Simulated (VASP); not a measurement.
Write the native input for VASP 6.6.1 that does the following.

| Property | Result |
| --- | --- |
| Task | single point |
| Functional | r2SCAN |
| Potentials or basis | VASP PAW PBE potentials, release 64 (Zn, O) |
| Cutoff | 520 eV |
| k mesh | 9 × 9 × 6 |
| Occupations | gaussian, width 0.01 eV |
| Spin | no spin polarisation |
| Dipole correction | no |
| Further INCAR settings | ALGO = Normal; EDIFF = 1e-07; NBANDS = 26 |

Crystal: ZnO.

```xyz
4
Lattice="3.4504 0.0000 0.0000 -1.7252 2.9881 0.0000 0.0000 0.0000 4.5219" Properties=species:S:1:pos:R:3 pbc="T T T"
Zn    0.0000    1.9921    1.1305
Zn    1.7252    0.9960    3.3914
O     1.7252    0.9960    1.1305
O     0.0000    1.9921    3.3914
```

This cell differs from its parent crystal: volume changed by +3%.

The input as run:

POSCAR

```
ZnO
1.0
    3.4503627135      0.0000000000      0.0000000000
   -1.7251813568      2.9881017621      0.0000000000
    0.0000000000      0.0000000000      4.5219029401
Zn O
2 2
Direct
    0.3333333333      0.6666666667      0.2500000000
    0.6666666667      0.3333333333      0.7500000000
    0.6666666667      0.3333333333      0.2500000000
    0.3333333333      0.6666666667      0.7500000000
```

INCAR.step1

```
ALGO = Normal
EDIFF = 1E-4
ENCUT = 520
GGA = PE
ISMEAR = 0
LASPH = True
LCHARG = False
LREAL = False
LWAVE = True
NBANDS = 26
NELM = 80
PREC = Accurate
SIGMA = 0.01
```

INCAR.step2

```
ALGO = Normal
EDIFF = 1E-7
ENCUT = 520
ISIF = 2
ISMEAR = 0
ISTART = 1
LASPH = True
LCHARG = False
LMIXTAU = True
LREAL = False
LWAVE = False
METAGGA = R2SCAN
NBANDS = 26
NELM = 80
PREC = Accurate
SIGMA = 0.01
```

KPOINTS

```
k-points
0
Gamma
  9 9 6
```

Potentials or basis: VASP PAW PBE potentials, release 64 (Zn, O).

Launch:

```sh
$ cat potpaw_PBE.64/Zn/POTCAR potpaw_PBE.64/O/POTCAR > POTCAR
$ cp INCAR.step1 INCAR
$ mpirun -np 1 vasp_std > vasp.out
$ cp INCAR.step2 INCAR
$ mpirun -np 1 vasp_std > vasp.out
```

It gave:

```yaml
Pressure: -3.4 GPa
Band_gap_on_the_k_mesh: 1.39 eV, indirect (least direct gap 1.44 eV)
```

Caveat: the PAW data sets were made with another functional, which shifts forces and pressure a little.

Wall time 3.8 min on 1 thread of Intel(R) Xeon(R) Platinum 8375C CPU @ 2.90GHz (Ice Lake) (shared host), peak memory 0.2 GiB.
